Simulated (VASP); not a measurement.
# N in VASP: a series of runs

Runs on N. Level: PBE. Tasks: single point, relaxation of cell and atoms.

Program: VASP 6.6.1. These are calculated values, not measurements. Logs are shortened: lines on timing, memory, paths and dates and some standing lists are left out, and cuts for length are marked.

### Step 1. The cell of the first run

The typed cell holds 8 atoms: a = 6.110 Å, b = 6.110 Å, c = 6.110 Å, α = 90.00°, β = 90.00°, γ = 90.00°.

### Step 2. Single point, PBE

File INCAR:

```
SYSTEM = N
PREC     = Accurate       ! precision mode
ENCUT    = 520            ! plane-wave cutoff, eV
EDIFF    = 1E-7           ! SCF threshold, eV
ISMEAR   = 0              ! smearing method
SIGMA    = 0.02           ! smearing width, eV
LREAL    = .FALSE.        ! projectors in reciprocal space
LASPH    = .TRUE.         ! aspherical terms in the spheres
NELM     = 100            ! most SCF steps
ALGO     = Normal         ! electronic algorithm
ISIF     = 2              ! what is computed and relaxed
LWAVE    = .FALSE.        ! write WAVECAR
LCHARG   = .FALSE.        ! write CHGCAR
GGA      = PE             ! functional
NBANDS   = 30             ! bands
```

File KPOINTS:

```
Automatic mesh
0
G
  4 4 4
  0 0 0
```

File POSCAR:

```
N
1.0
    6.1100808470      0.0000000000      0.0000000000
    0.0000000000      6.1100808470      0.0000000000
    0.0000000000      0.0000000000      6.1100808470
N
8
Direct
    0.0520826981      0.0520826981      0.0520826981
    0.4479173019      0.9479173019      0.5520826981
    0.5520826981      0.4479173019      0.9479173019
    0.9479173019      0.5520826981      0.4479173019
    0.9479671705      0.9479671705      0.9479671705
    0.5520328295      0.0520328295      0.4479671705
    0.4479671705      0.5520328295      0.0520328295
    0.0520328295      0.4479671705      0.5520328295
```

Potentials or basis: VASP PAW PBE potentials, release 64 (N).

Command:

```console
> cat potpaw_PBE.64/N/POTCAR > POTCAR
> mpirun -np 1 vasp_std > vasp.out
```

OUTCAR:

```text
SYSTEM = N
   PREC = Accurate
   ENCUT = 520
   EDIFF = 1E-7
   ISMEAR = 0
   LREAL = .FALSE.
   LASPH = .TRUE.
   NELM = 100
   ISIF = 2
   GGA = PE

 ion  position               nearest neighbor table
   1  0.052  0.052  0.052-   5 1.10
   2  0.448  0.948  0.552-   6 1.10
   3  0.552  0.448  0.948-   7 1.10
   4  0.948  0.552  0.448-   8 1.10
   5  0.948  0.948  0.948-   1 1.10
   6  0.552  0.052  0.448-   2 1.10
   7  0.448  0.552  0.052-   3 1.10
   8  0.052  0.448  0.552-   4 1.10

  LATTYP: Found a simple cubic cell.
 ALAT       =     6.1100808470

  Lattice vectors:

 A1 = (   6.1100808470,   0.0000000000,   0.0000000000)
 A2 = (   0.0000000000,   6.1100808470,   0.0000000000)
 A3 = (   0.0000000000,   0.0000000000,   6.1100808470)

Analysis of symmetry for initial positions (statically):
=====================================================================
 Subroutine PRICEL returns:
 Original cell was already a primitive cell.

 Routine SETGRP: Setting up the symmetry group for a
 simple cubic supercell.

 Subroutine GETGRP returns: Found 12 space group operations
 (whereof  3 operations were pure point group operations)
 out of a pool of 48 trial point group operations.

The static configuration has the point symmetry C_3 .
 The point group associated with its full space group is T   .

Analysis of symmetry for dynamics (positions and initial velocities):
=====================================================================
 Subroutine PRICEL returns:
 Original cell was already a primitive cell.

 Routine SETGRP: Setting up the symmetry group for a
 simple cubic supercell.

 Subroutine GETGRP returns: Found 12 space group operations
 (whereof  3 operations were pure point group operations)
 out of a pool of 48 trial point group operations.

The dynamic configuration has the point symmetry C_3 .
 The point group associated with its full space group is T   .

 Subroutine INISYM returns: Found 12 space group operations
 (whereof  3 operations are pure point group operations),
 and found     1 'primitive' translations

----------------------------------------------------------------------------------------

                                     Primitive cell

  volume of cell :     228.1082

  direct lattice vectors                    reciprocal lattice vectors
     6.110080847  0.000000000  0.000000000     0.163663956  0.000000000  0.000000000
     0.000000000  6.110080847  0.000000000     0.000000000  0.163663956  0.000000000
     0.000000000  0.000000000  6.110080847     0.000000000  0.000000000  0.163663956

  length of vectors
     6.110080847  6.110080847  6.110080847     0.163663956  0.163663956  0.163663956

  position of ions in fractional coordinates (direct lattice)
     0.052082698  0.052082698  0.052082698
     0.447917302  0.947917302  0.552082698
     0.552082698  0.447917302  0.947917302
     0.947917302  0.552082698  0.447917302
     0.947967171  0.947967171  0.947967171
     0.552032829  0.052032829  0.447967171
     0.447967171  0.552032829  0.052032829
     0.052032829  0.447967171  0.552032829

  ion indices of the primitive-cell ions
   primitive index   ion index
                 1           1
                 2           2
                 3           3
                 4           4
                 5           5
                 6           6
                 7           7
                 8           8

----------------------------------------------------------------------------------------

 KPOINTS: Automatic mesh

Automatic generation of k-mesh.
 Grid dimensions read from file:
 generate k-points for:    4    4    4

 Generating k-lattice:

  Cartesian coordinates                     Fractional coordinates (reciprocal lattice)
     0.040915989  0.000000000  0.000000000     0.250000000  0.000000000  0.000000000
     0.000000000  0.040915989  0.000000000     0.000000000  0.250000000  0.000000000
     0.000000000  0.000000000  0.040915989     0.000000000  0.000000000  0.250000000

  Length of vectors
     0.040915989  0.040915989  0.040915989

  Shift w.r.t. Gamma in fractional coordinates (k-lattice)
     0.000000000  0.000000000  0.000000000

 Subroutine IBZKPT returns following result:
 ===========================================

 Found     11 irreducible k-points:

 Following reciprocal coordinates:
            Coordinates               Weight
  0.000000  0.000000  0.000000      1.000000
  0.250000  0.000000  0.000000      6.000000
  0.500000  0.000000  0.000000      3.000000
  0.250000  0.250000  0.000000     12.000000
  0.500000  0.250000  0.000000      6.000000
 -0.250000  0.500000  0.000000      6.000000
  0.500000  0.500000  0.000000      3.000000
  0.250000  0.250000  0.250000      8.000000
  0.500000  0.250000  0.250000     12.000000
  0.500000  0.500000  0.250000      6.000000
  0.500000  0.500000  0.500000      1.000000
   k-points           NKPTS =     11   k-points in BZ     NKDIM =     11   number of bands    NBANDS=     30
   number of dos      NEDOS =    301   number of ions     NIONS =      8
   total plane-waves  NPLWV = 110592
   dimension x,y,z NGX =    48 NGY =   48 NGZ =   48
   dimension x,y,z NGXF=    96 NGYF=   96 NGZF=   96
   ions per type =               8
   NGX,Y,Z   is equivalent  to a cutoff of  13.06, 13.06, 13.06 a.u.
   NGXF,Y,Z  is equivalent  to a cutoff of  26.12, 26.12, 26.12 a.u.
 SYSTEM =  N
   PREC   = accura    normal or accurate (medium, high low for compatibility)
   ISTART =      0    job   : 0-new  1-cont  2-samecut
   ICHARG =      2    charge: 1-file 2-atom 10-const
   ISPIN  =      1    spin polarized calculation?
   LNONCOLLINEAR =      F non collinear calculations
   LSORBIT =      F    spin-orbit coupling
   LASPH  =      T    aspherical Exc in radial PAW
   ENCUT  =  520.0 eV  38.22 Ry    6.18 a.u.  11.36 11.36 11.36*2*pi/ulx,y,z
   NELM   =    100;   NELMIN=  2; NELMDL= -5     # of ELM steps
   EDIFF  = 0.1E-06   stopping-criterion for ELM
   LREAL  =      F    real-space projection
   EDIFFG = 0.1E-05   stopping-criterion for IOM
   NSW    =      0    number of steps for IOM
   IBRION =     -1    ionic relax: 0-MD 1-quasi-New 2-CG
   NFREE  =      0    steps in history (QN), initial steepest desc. (CG)
   ISIF   =      2    stress and relaxation
   ISYM   =      2    0-nonsym 1-usesym 2-fastsym
   POTIM  = 0.5000    time-step for ionic-motion
   TEBEG  =    0.0;   TEEND  =   0.0 temperature during run
   PSTRESS=    0.0 pullay stress
   NELECT =      40.0000    total number of electrons
   NUPDOWN=      -1.0000    fix difference up-down
   EMIN   =  10.00;   EMAX   =-10.00  energy-range for DOS
   EFERMI =   0.00;   METHOD = LEGACY
   ISMEAR =     0;   SIGMA  =   0.02  broadening in eV -4-tet -1-fermi 0-gaus
   EFERMI_NEDOS =   21; number of points for ismear=-14 and -15
   IALGO  =     38    algorithm
   IMIX   =      4    mixing-type and parameters
     AMIX     =   0.40;   BMIX     =  1.00
     AMIX_MAG =   1.60;   BMIX_MAG =  1.00
  volume/ion in A,a.u.               =      28.51       192.42
  Fermi-wavevector in a.u.,A,eV,Ry     =   0.916321  1.731597 11.424065  0.839645
  Thomas-Fermi vector in A             =   2.041164
   LORBIT       =      0    0 simple, 1 ext, 2 COOP (PROOUT), +10 PAW based schemes
   GGA     = PE    functional components
   LHFCALC =     F    Hartree Fock is set to
   AEXX    =    0.0000 exact exchange contribution
   IVDW    =     0    specifies the selected vdW correction
   LEPSILON=     F    determine dielectric tensor
   LRPA    =     F    only Hartree local field effects (RPA)
 non-spin polarized calculation
 Gauss-broadening in eV      SIGMA  =   0.02
  energy-cutoff  :      520.00
  volume of cell :      228.11
 maximum number of plane-waves:      6187
 NGX is ok and might be reduce to    48
   NGX = 23   NGY = 23   NGZ = 23

 number of electron      40.0000011 magnetization

 Free energy of the ion-electron system (eV)
  ---------------------------------------------------
  ext. energy  EPLUGINS =         0.00000000
  ---------------------------------------------------
  free energy    TOTEN  =       -66.67617614 eV

  energy without entropy =      -66.67617614  energy(sigma->0) =      -66.67617614

 E-fermi :  -7.1806     XC(G=0):  -5.6488

 val. band max:       -7.3539070229   @ k =   0.5000   0.0000   0.0000
 cond. band min:       0.2742765654   @ k =   0.0000   0.0000   0.0000
 fundamental gap:      7.6281835883
 Fermi energy:        -7.1806204509

 k-point     1 :       0.0000    0.0000    0.0000
  band No.  band energies     occupation
      1     -25.6279      2.00000
      2     -25.6063      2.00000
      3     -25.6063      2.00000
      4     -25.6063      2.00000
      5     -10.7715      2.00000
      6     -10.7715      2.00000
[... 22 lines left out ...]
     29       2.9512      0.00000
     30       5.5264      0.00000

 k-point     2 :       0.2500    0.0000    0.0000
  band No.  band energies     occupation
      1     -25.6246      2.00000
      2     -25.6093      2.00000
      3     -25.6063      2.00000
      4     -25.6063      2.00000
      5     -10.7701      2.00000
      6     -10.7698      2.00000
[... 22 lines left out ...]
     29       3.0921      0.00000
     30       4.5703      0.00000

 k-point     3 :       0.5000    0.0000    0.0000
  band No.  band energies     occupation
      1     -25.6169      2.00000
      2     -25.6169      2.00000
      3     -25.6062      2.00000
      4     -25.6062      2.00000
      5     -10.7683      2.00000
      6     -10.7683      2.00000
[... 22 lines left out ...]
     29       3.6183      0.00000
     30       3.6183      0.00000

 k-point     4 :       0.2500    0.2500    0.0000
  band No.  band energies     occupation
      1     -25.6219      2.00000
      2     -25.6089      2.00000
      3     -25.6089      2.00000
      4     -25.6067      2.00000
      5     -10.7690      2.00000
      6     -10.7622      2.00000
[... 22 lines left out ...]
     29       3.2322      0.00000
     30       4.6627      0.00000

 k-point     5 :       0.5000    0.2500    0.0000
  band No.  band energies     occupation
      1     -25.6154      2.00000
      2     -25.6154      2.00000
      3     -25.6078      2.00000
      4     -25.6078      2.00000
      5     -10.7655      2.00000
      6     -10.7655      2.00000
[... 22 lines left out ...]
     29       3.7441      0.00000
     30       3.7441      0.00000

 k-point     6 :      -0.2500    0.5000    0.0000
  band No.  band energies     occupation
      1     -25.6154      2.00000
      2     -25.6154      2.00000
      3     -25.6078      2.00000
      4     -25.6078      2.00000
      5     -10.7654      2.00000
      6     -10.7654      2.00000
[... 22 lines left out ...]
     29       3.7460      0.00000
     30       3.7460      0.00000

 k-point     7 :       0.5000    0.5000    0.0000
  band No.  band energies     occupation
      1     -25.6116      2.00000
      2     -25.6116      2.00000
      3     -25.6116      2.00000
      4     -25.6116      2.00000
      5     -10.7556      2.00000
      6     -10.7556      2.00000
[... 22 lines left out ...]
     29       4.1968      0.00000
     30       4.1969      0.00000

 k-point     8 :       0.2500    0.2500    0.2500
  band No.  band energies     occupation
      1     -25.6196      2.00000
      2     -25.6089      2.00000
      3     -25.6089      2.00000
      4     -25.6088      2.00000
      5     -10.7653      2.00000
      6     -10.7653      2.00000
[... 22 lines left out ...]
     29       3.3734      0.00000
     30       4.6662      0.00000

 k-point     9 :       0.5000    0.2500    0.2500
  band No.  band energies     occupation
      1     -25.6142      2.00000
      2     -25.6142      2.00000
      3     -25.6089      2.00000
      4     -25.6089      2.00000
      5     -10.7656      2.00000
      6     -10.7656      2.00000
[... 22 lines left out ...]
     29       3.8742      0.00000
     30       3.8742      0.00000

 k-point    10 :       0.5000    0.5000    0.2500
  band No.  band energies     occupation
      1     -25.6115      2.00000
      2     -25.6115      2.00000
      3     -25.6115      2.00000
      4     -25.6115      2.00000
      5     -10.7606      2.00000
      6     -10.7606      2.00000
[... 22 lines left out ...]
     29       4.3042      0.00000
     30       4.3042      0.00000

 k-point    11 :       0.5000    0.5000    0.5000
  band No.  band energies     occupation
      1     -25.6115      2.00000
      2     -25.6115      2.00000
      3     -25.6115      2.00000
      4     -25.6115      2.00000
      5     -10.7656      2.00000
      6     -10.7656      2.00000
[... 22 lines left out ...]
     29       4.4636      0.00000
     30       4.4636      0.00000

------------------------ aborting loop because EDIFF is reached ----------------------------------------

  FORCE on cell =-STRESS in cart. coord.  units (eV):
  Direction    XX          YY          ZZ          XY          YZ          ZX
  --------------------------------------------------------------------------------------
  -------------------------------------------------------------------------------------
  Total        2.3383795      2.3383795      2.3383795     -0.0000000     -0.0000000      0.0000000
  in kB       16.4242181     16.4242181     16.4242181     -0.0000000     -0.0000000      0.0000000
  external PRESSURE =      16.4242181 kB  Pullay stress =       0.0000000 kB

 VOLUME and BASIS-vectors are now :
 -----------------------------------------------------------------------------
  energy-cutoff  :      520.00
  volume of cell :      228.11
      direct lattice vectors                 reciprocal lattice vectors
     6.110080847  0.000000000  0.000000000     0.163663956  0.000000000  0.000000000
     0.000000000  6.110080847  0.000000000     0.000000000  0.163663956  0.000000000
     0.000000000  0.000000000  6.110080847     0.000000000  0.000000000  0.163663956

 POSITION                                       TOTAL-FORCE (eV/Angst)
 -----------------------------------------------------------------------------------
      0.31823      0.31823      0.31823         1.009151      1.009151      1.009151
      2.73681      5.79185      3.37327        -1.009151     -1.009151      1.009151
      3.37327      2.73681      5.79185         1.009151     -1.009151     -1.009151
      5.79185      3.37327      2.73681        -1.009151      1.009151     -1.009151
      5.79216      5.79216      5.79216        -1.009153     -1.009153     -1.009153
      3.37297      0.31792      2.73712         1.009153      1.009153     -1.009153
      2.73712      3.37297      0.31792        -1.009153      1.009153      1.009153
      0.31792      2.73712      3.37297         1.009153     -1.009153      1.009153
 -----------------------------------------------------------------------------------
    total drift:                               -0.000000     -0.000000     -0.000000

  FREE ENERGIE OF THE ION-ELECTRON SYSTEM (eV)
  ---------------------------------------------------
  free  energy   TOTEN  =       -66.6761761363 eV

  energy  without entropy=      -66.6761761363  energy(sigma->0) =      -66.67617614
```

Wall time 62 s (1 thread of Intel Xeon Platinum 8259CL at 2.50GHz (Skylake/Cascade Lake), shared host); peak memory 0.33 GiB.

What came out:

* Free energy: -66.6762 eV
* Pressure: 1.6 GPa
* Largest force: 1.748 eV/Å
* Band gap on the k mesh: 7.63 eV, indirect (least direct gap 7.64 eV)

Forces on the atoms (eV/Å):
```
N    1.009  1.009  1.009
N   -1.009 -1.009  1.009
N    1.009 -1.009 -1.009
N   -1.009  1.009 -1.009
N   -1.009 -1.009 -1.009
N    1.009  1.009 -1.009
N   -1.009  1.009  1.009
N    1.009 -1.009  1.009
```

Caveat: the standard files for N, O and F lose accuracy on very short bonds; forces of over 1 eV/Å act on the atoms, so gaps and moduli don't describe the material at rest.

[end of part 1 of 3]
